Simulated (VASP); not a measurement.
# HRh8: single point with PBE+D3(BJ)

The system is HRh8, a slab with vacuum.

```
Rh H
1.0
     5.36502    0.00000    0.00000
     0.00000    3.79364    0.00000
     0.00000    0.00000   21.24008
Rh H
8 1
Direct
  0.25000 0.50000 0.18832
  0.75000 0.50000 0.18832
  0.00000 0.00000 0.25147
  0.50000 0.00000 0.25147
  0.25000 0.50000 0.31535
  0.75000 0.50000 0.31535
  0.00000 0.00000 0.37383
  0.50000 0.00000 0.37383
  0.08333 0.00000 0.49153
```

| Item | Value |
| --- | --- |
| Program | VASP 6.6.1 |
| Task | single point |
| Functional | PBE |
| Dispersion | D3(BJ) |
| Potentials or basis | VASP PAW PBE potentials, release 64 (Rh_pv, H) |
| Cutoff | 520 eV |
| k mesh | 5 × 7 × 1 |
| Occupations | gaussian, width 0.1 eV |
| Spin | no spin polarisation |

```json
{"Largest force": "1.924 eV/Å", "Dispersion energy per atom": "-0.347 eV"}
```

Forces in eV/Å, atoms in the order of the input:
```
Rh  -0.033  0.000  0.642
Rh   0.034  0.000  0.649
Rh  -0.036  0.000 -0.750
Rh   0.032  0.000 -0.429
Rh  -0.086  0.000 -0.155
Rh   0.060  0.000 -0.157
Rh   0.378  0.000  1.806
Rh  -0.134  0.000  0.307
H   -0.215  0.000 -1.912
```

Levels at points of the mesh, in eV from the Fermi level:
| k point | band 55 | band 56 | band 57 | band 58 | band 59 | band 60 | band 61 | band 62 | band 63 | band 64 |
| --- | --- | --- | --- | --- | --- | --- | --- | --- | --- | --- |
| (0.00, 0.00, 0.00) | -0.37 | -0.34 | -0.06 | -0.03 | 0.00 | 0.17 | 0.28 | 0.31 | 0.35 | 0.41 |

It took 20 min on 1 thread of Oxide Virtual Turin-like Processor, with other jobs on the host, peak memory 0.53 GiB.
